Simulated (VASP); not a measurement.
The system is Ti.

```
Ti
1.0
     2.95000    0.00000    0.00000
    -1.47500    2.55477    0.00000
     0.00000    0.00000    4.68000
Ti
2
Direct
  0.33333 0.66667 0.25000
  0.66667 0.33333 0.75000
```

* Program: VASP 6.6.1
* Task: relaxation of cell and atoms
* Functional: LDA
* Potentials or basis: VASP PAW LDA potentials, release 64 (Ti_sv)
* Cutoff: 600 eV
* k mesh: 9 × 9 × 5
* Occupations: gaussian, width 0.05 eV
* Spin: no spin polarisation

At the start: pressure -10.0 GPa; volume 17.64 Å³/atom.

Task: How do energy, volume and symmetry change on relaxing?

Result: Over 5 steps the energy falls by 52.5 meV/atom and the volume is 16.08 Å³/atom (-8.8 %); space group P6_3/mmc (No. 194, to 0.05 Å).

The path:
| step | energy change (eV) | largest force (eV/Å) | pressure (GPa) | volume (Å³) |
| --- | --- | --- | --- | --- |
| 1 | 0.0000 | 0.0000 | -9.99 | 35.27 |
| 2 | -0.0384 | 0.0000 | 10.17 | 29.95 |
| 3 | -0.1048 | 0.0000 | -0.12 | 32.17 |
| 4 | -0.1048 | 0.0000 | 0.13 | 32.11 |
| 5 | -0.1049 | 0.0000 | -0.12 | 32.17 |

Final structure:
```
Ti
1.0
     2.86035    0.00000    0.00000
    -1.43017    2.47713    0.00000
     0.00000    0.00000    4.53993
Ti
2
Direct
  0.33333 0.66667 0.25000
  0.66667 0.33333 0.75000
```
